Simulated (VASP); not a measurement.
# CaO (Fm-3m) in VASP: vibrations by perturbation theory with LDA

Aim: the vibrations by perturbation theory of CaO with LDA.

All numbers are computed with VASP 6.6.1; they aren't measurements. Logs are shortened: lines on timing, memory, paths and dates and some standing lists are left out, and cuts for length are marked.

## Step 1: The cell of the first run

Symmetry: Fm-3m, No. 225, cubic system. Conventional cell: a = 4.707 Å, b = 4.707 Å, c = 4.707 Å, α = 90.00°, β = 90.00°, γ = 90.00°. Ca (site symmetry m-3m) has 6 O at 2.35 Å within 3.1 Å. O (site symmetry m-3m) has 6 Ca at 2.35 Å within 3.1 Å.

## Step 2: Vibrations by perturbation theory, LDA

Input file INCAR:

```
PREC = Accurate
ENCUT = 520
EDIFF = 1E-8
ISMEAR = 0
SIGMA = 0.01
LREAL = False
LASPH = True
NELM = 60
ALGO = Normal
ISIF = 2
LWAVE = False
LCHARG = False
GGA = CA
IBRION = 8
NSW = 1
LEPSILON = True
```

Input file KPOINTS:

```
Automatic mesh
0
Gamma
  8 8 8
```

Input file POSCAR:

```
CaO
1.0
    0.0000000000      2.3537023226      2.3537023226
    2.3537023226      0.0000000000      2.3537023226
    2.3537023226      2.3537023226      0.0000000000
Ca O
1 1
Direct
    0.0000000000      0.0000000000      0.0000000000
    0.5000000000      0.5000000000      0.5000000000
```

Potentials or basis: VASP PAW LDA potentials, release 64 (Ca_sv, O).

Command:

```bash
$ cat potpaw_LDA.64/Ca_sv/POTCAR potpaw_LDA.64/O/POTCAR > POTCAR
$ mpirun -np 1 vasp_std > vasp.out
```

OUTCAR:

```text
PREC = Accurate
   ENCUT = 520
   EDIFF = 1E-8
   ISMEAR = 0
   LREAL = False
   LASPH = True
   NELM = 60
   ISIF = 2
   GGA = CA
   IBRION = 8
   NSW = 1
   LEPSILON = True

 ion  position               nearest neighbor table
   1  0.000  0.000  0.000-   2 2.35   2 2.35   2 2.35   2 2.35   2 2.35   2 2.35
   2  0.500  0.500  0.500-   1 2.35   1 2.35   1 2.35   1 2.35   1 2.35   1 2.35

  LATTYP: Found a face centered cubic cell.
 ALAT       =     4.7074046452

  Lattice vectors:

 A1 = (   0.0000000000,   2.3537023226,   2.3537023226)
 A2 = (   2.3537023226,   0.0000000000,   2.3537023226)
 A3 = (   2.3537023226,   2.3537023226,   0.0000000000)

Analysis of symmetry for initial positions (statically):
=====================================================================
 Subroutine PRICEL returns:
 Original cell was already a primitive cell.

 Routine SETGRP: Setting up the symmetry group for a
 face centered cubic supercell.

 Subroutine GETGRP returns: Found 48 space group operations
 (whereof 48 operations were pure point group operations)
 out of a pool of 48 trial point group operations.

The static configuration has the point symmetry O_h .

Analysis of symmetry for dynamics (positions and initial velocities):
=====================================================================
 Subroutine PRICEL returns:
 Original cell was already a primitive cell.

 Routine SETGRP: Setting up the symmetry group for a
 face centered cubic supercell.

 Subroutine GETGRP returns: Found 48 space group operations
 (whereof 48 operations were pure point group operations)
 out of a pool of 48 trial point group operations.

The dynamic configuration has the point symmetry O_h .

 Subroutine INISYM returns: Found 48 space group operations
 (whereof 48 operations are pure point group operations),
 and found     1 'primitive' translations

----------------------------------------------------------------------------------------
[... 593 lines left out ...]

 MACROSCOPIC STATIC DIELECTRIC TENSOR (including local field effects in DFT)
 ------------------------------------------------------
           3.886090    -0.000000     0.000000
          -0.000000     3.886090     0.000000
           0.000000    -0.000000     3.886090
 ------------------------------------------------------

 PIEZOELECTRIC TENSOR (including local field effects)  for field in x, y, z        (e  Angst)
          XX          YY          ZZ          XY          YZ          ZX
  --------------------------------------------------------------------------------
  x     0.00000     0.00000     0.00000     0.00000     0.00000     0.00000
  y     0.00000     0.00000     0.00000     0.00000     0.00000     0.00000
  z     0.00000     0.00000     0.00000     0.00000     0.00000     0.00000

 PIEZOELECTRIC TENSOR (including local field effects)  for field in x, y, z        (C/m^2)
          XX          YY          ZZ          XY          YZ          ZX
  --------------------------------------------------------------------------------
  x     0.00000     0.00000     0.00000     0.00000     0.00000     0.00000
  y     0.00000     0.00000     0.00000     0.00000     0.00000     0.00000
  z     0.00000     0.00000     0.00000     0.00000     0.00000     0.00000

 BORN EFFECTIVE CHARGES (including local field effects) (in |e|, cummulative output)
 ---------------------------------------------------------------------------------
 ion    1
    1     2.37844     0.00000    -0.00000
    2     0.00000     2.37844    -0.00000
    3     0.00000     0.00000     2.37844
 ion    2
    1    -2.37844     0.00000     0.00000
    2    -0.00000    -2.37844     0.00000
    3    -0.00000    -0.00000    -2.37844

 INTERNAL STRAIN TENSOR FOR ION    2 for displacements in x,y,z  (eV/Angst):
          X           Y           Z          XY          YZ          ZX
  --------------------------------------------------------------------------------
  x     0.00000     0.00000     0.00000     0.00000     0.00000     0.00000
  y     0.00000     0.00000     0.00000     0.00000     0.00000     0.00000
  z     0.00000     0.00000     0.00000     0.00000     0.00000     0.00000

 SECOND DERIVATIVES (NOT SYMMETRIZED)
 ------------------------------------
               1X          1Y          1Z          2X          2Y          2Z
  1X    -3.768138    0.000000    0.000000    3.768138    0.000000    0.000000
  1Y     0.000000   -3.768138    0.000000    0.000000    3.768138    0.000000
  1Z     0.000000    0.000000   -3.768138    0.000000    0.000000    3.768138
  2X     3.760943    0.000000    0.000000   -3.760943    0.000000    0.000000
  2Y     0.000000    3.760943    0.000000    0.000000   -3.760943    0.000000
  2Z     0.000000    0.000000    3.760943    0.000000    0.000000   -3.760943

 Eigenvectors and eigenvalues of the dynamical matrix
 ----------------------------------------------------

   1 f  =    8.968109 THz    56.348292 2PiTHz  299.143922 cm-1    37.089103 meV
             X         Y         Z           dx          dy          dz
      0.000000  0.000000  0.000000    -0.534516    0.000000    0.000000
      2.353702  2.353702  2.353702     0.845159    0.000000    0.000000
[... 21 lines left out ...]
   6 f/i=    0.003871 THz     0.024325 2PiTHz    0.129139 cm-1     0.016011 meV
             X         Y         Z           dx          dy          dz
      0.000000  0.000000  0.000000     0.000000    0.000000    0.845159
      2.353702  2.353702  2.353702     0.000000    0.000000    0.534516

--------------------------------------------------------------------------------------------------------

 MACROSCOPIC STATIC DIELECTRIC TENSOR IONIC CONTRIBUTION
 ------------------------------------------------------
          10.426829     0.000000     0.000000
           0.000000    10.426829     0.000000
           0.000000     0.000000    10.426829
 ------------------------------------------------------

 ELASTIC MODULI CONTR FROM IONIC RELAXATION (kBar)
 Direction    XX          YY          ZZ          XY          YZ          ZX
 --------------------------------------------------------------------------------
 XX           0.0000      0.0000      0.0000      0.0000      0.0000      0.0000
 YY           0.0000      0.0000      0.0000      0.0000      0.0000      0.0000
 ZZ           0.0000      0.0000      0.0000      0.0000      0.0000      0.0000
 XY           0.0000      0.0000      0.0000      0.0000      0.0000      0.0000
 YZ           0.0000      0.0000      0.0000      0.0000      0.0000      0.0000
 ZX           0.0000      0.0000      0.0000      0.0000      0.0000      0.0000
 --------------------------------------------------------------------------------

 PIEZOELECTRIC TENSOR IONIC CONTR  for field in x, y, z        (C/m^2)
          XX          YY          ZZ          XY          YZ          ZX
  --------------------------------------------------------------------------------
  x     0.00000     0.00000     0.00000     0.00000     0.00000     0.00000
  y     0.00000     0.00000     0.00000     0.00000     0.00000     0.00000
  z     0.00000     0.00000     0.00000     0.00000     0.00000     0.00000
```

Wall time 11 min (1 thread of AMD EPYC 7R13, shared host); peak memory 0.17 GiB.

What came out:

```
Electronic dielectric tensor (diagonal)                 : 3.89
Born charges (mean of the diagonal)                     : Ca +2.38; O -2.38 e
Highest phonon frequency at Γ, LO-TO splitting left out : 299 cm⁻¹
```

Phonon frequencies in cm⁻¹ (negative: imaginary):
```
              q point        frequencies
(0.000, 0.000, 0.000)  0 0 0 299 299 299
```

Electronic dielectric tensor:
```
3.89 0.00 0.00
0.00 3.89 0.00
0.00 0.00 3.89
```

Born effective charge tensors (e):
atom 1, Ca
```
2.38 0.00 0.00
0.00 2.38 0.00
0.00 0.00 2.38
```
atom 2, O
```
-2.38  0.00  0.00
 0.00 -2.38  0.00
 0.00  0.00 -2.38
```

Caveat: the cell stands under pressure or tension, which shifts response properties.
